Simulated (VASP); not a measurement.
Runs of VASP 6.6.1 on Ti. The structure is that of space group P6_3/mmc (No. 194), or close to it. The cells are those of the table. 

| cell | gap on the mesh (eV) | pressure (GPa) |
| --- | --- | --- |
| a = 2.714, b = 2.714, c = 4.311 Å, angles 90.0, 90.0, 120.0°, 2 atoms | none | 38.5 |
| a = 3.186, b = 3.186, c = 4.873 Å, angles 90.0, 90.0, 120.0°, 2 atoms | none | (c) |
| a = 3.068, b = 3.068, c = 4.873 Å, angles 90.0, 90.0, 120.0°, 2 atoms | none | (a) |
| a = 2.714, b = 2.714, c = 4.499 Å, angles 90.0, 90.0, 120.0°, 2 atoms | none | 29.0 |
| a = 2.714, b = 2.714, c = 4.686 Å, angles 90.0, 90.0, 120.0°, 2 atoms | none | 21.1 |
| a = 3.068, b = 3.068, c = 5.061 Å, angles 90.0, 90.0, 120.0°, 2 atoms | none | -13.8 |
| a = 3.186, b = 3.186, c = 5.061 Å, angles 90.0, 90.0, 120.0°, 2 atoms | none | -17.3 |
| a = 3.186, b = 3.186, c = 4.686 Å, angles 90.0, 90.0, 120.0°, 2 atoms | none | (b) |

Alike in all rows: task single point; level PBE; potentials or basis VASP PAW PBE potentials, release 64 (Ti_sv); no spin polarisation; k mesh 18 × 18 × 10; cutoff (eV) 520; smearing gaussian 0.15 eV.

Question: Estimate the missing entries.

Answer: (a) -11.7; (b) -13.6; (c) -15.8.

Caveats: the cell stands under tension (at least some runs); the cell stands under pressure (at least some runs); the stress differs along the axes, from 25 to 31 GPa (at least some runs); the stress differs along the axes, from 14 to 24 GPa (at least some runs); the stress differs along the axes, from -15 to -10 GPa (at least some runs).

A gap of «none» marks levels without a gap at the run's occupations.
